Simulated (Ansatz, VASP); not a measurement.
**One calculation of CsSnI3, two programs**

```xyz
5
Lattice="6.2832 0.0000 0.0000 0.0000 6.2832 0.0000 0.0000 0.0000 6.2832" Properties=species:S:1:pos:R:3 pbc="T T T"
Cs    0.0000    0.0000    0.0000
Sn    3.1416    3.1416    3.1416
I     0.0000    3.1416    3.1416
I     3.1416    0.0000    3.1416
I     3.1416    3.1416    0.0000
```

Alike in both runs: functional PBE; k mesh 6 × 6 × 6; occupations gaussian, width 0.02 eV; no spin polarisation.

Ansatz relaxed the structure, and its values are those at the end. VASP's run is a single point on that final structure, the one shown.

```csv
,VASP,Ansatz
version,VASP 6.6.1,Ansatz 0.2.0
potentials or method,"VASP PAW PBE potentials, release 64 (Cs_sv, Sn_d, I), cutoff 520 eV","scalar-relativistic, plane waves, PAW"
valence electrons in the cell,44,74
```

|  | VASP | Ansatz | Ansatz less VASP |
| --- | --- | --- | --- |
| gap on the k mesh at the Fermi level (eV) | 0.47 | 0.48 | +0.005 |
| least direct gap on the mesh (eV) | 0.47 | 0.48 | +0.005 |
| pressure (GPa) | 0.0 | 0.0 | 0.00 |

VASP's potentials hold 44 valence electrons a cell and Ansatz's 74, so a difference there can come from the potentials and not from the codes.

Spin-orbit coupling is off throughout.
